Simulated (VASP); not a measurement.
The system is GaSb.

```
CELL_PARAMETERS angstrom
0.00000 3.05900 3.05900
3.05900 0.00000 3.05900
3.05900 3.05900 0.00000
ATOMIC_POSITIONS crystal
Sb 0.75000 0.75000 0.75000
Ga 0.00000 0.00000 0.00000
```

Base run:

* Program: VASP 6.6.1
* Functional: PBEsol
* Potentials or basis: VASP PAW PBE potentials, release 64 (Sb, Ga_d)
* Cutoff: 520 eV
* k mesh: 8 × 8 × 8
* Occupations: fermi-dirac, width 0.05 eV
* Spin: non-collinear spin, zero start, spin-orbit coupling
* Starting moments: [[0.0, 0.0, 0.0], [0.0, 0.0, 0.0]] μB

Its results: pressure 0.0 GPa; net moment 0.00 μB per cell.

**Question.** The run is repeated on the same cell with these changes: functional from PBEsol to r2SCAN; further incar settings from ALGO = Normal; EDIFF = 1e-06; NBANDS = 30 to ALGO = Normal; EDIFF = 1e-07; NBANDS = 30. What comes out?

**Answer.** Pressure 0.5 GPa; net moment 0.00 μB per cell.

Caveats: the PAW data sets were made with another functional, which shifts forces and pressure a little.
